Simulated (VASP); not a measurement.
A run of VASP 6.6.1 is set up as follows.

Contents of POSCAR:

```
Pt
1.0
   -1.5941645196      1.5941645196      1.5941645196
    1.5941645196     -1.5941645196      1.5941645196
    1.5941645196      1.5941645196     -1.5941645196
Pt
1
Direct
    0.0000000000      0.0000000000      0.0000000000
```

File INCAR.step1:

```
PREC = Accurate ; ENCUT = 520
EDIFF = 1E-5 ; ISMEAR = -1
SIGMA = 0.05 ; LREAL = False
LASPH = True ; NELM = 80
ALGO = Normal ; ISIF = 2
LWAVE = True ; LCHARG = False
NBANDS = 11 ; GGA = PE
```

Contents of INCAR.step2:

```
PREC = Accurate ; ENCUT = 520
EDIFF = 1E-6 ; ISMEAR = -1
SIGMA = 0.05 ; LREAL = False
LASPH = True ; NELM = 80
ALGO = Normal ; ISIF = 2
LWAVE = False ; LCHARG = False
GGA = B3 ; LHFCALC = True
AEXX = 0.2 ; AGGAX = 0.72
AGGAC = 0.81 ; ALDAC = 0.19
PRECFOCK = Normal ; NBANDS = 11
ISTART = 1
```

The input KPOINTS:

```
regular mesh
0
Gamma
  6 6 6
```

Potentials or basis: VASP PAW PBE potentials, release 64 (Pt).

Command:

```sh
$ cat potpaw_PBE.64/Pt/POTCAR > POTCAR
$ cp INCAR.step1 INCAR
$ mpirun -np 1 vasp_std > vasp.out
$ cp INCAR.step2 INCAR
$ mpirun -np 1 vasp_std > vasp.out
```

Question: Estimate the band gap on the k mesh.

Answer: Zero (bands 5 and 6 overlap by 3.08 eV).

Question: Estimate the pressure.

Answer: 1.1 GPa.

Caveat: the k points lie up to 0.46 Å⁻¹ apart, too coarse for converged energies and pressures of a metal; the PAW data sets were made with another functional, which shifts forces and pressure a little; spin-orbit coupling is left out, which moves the levels of the heavy elements.
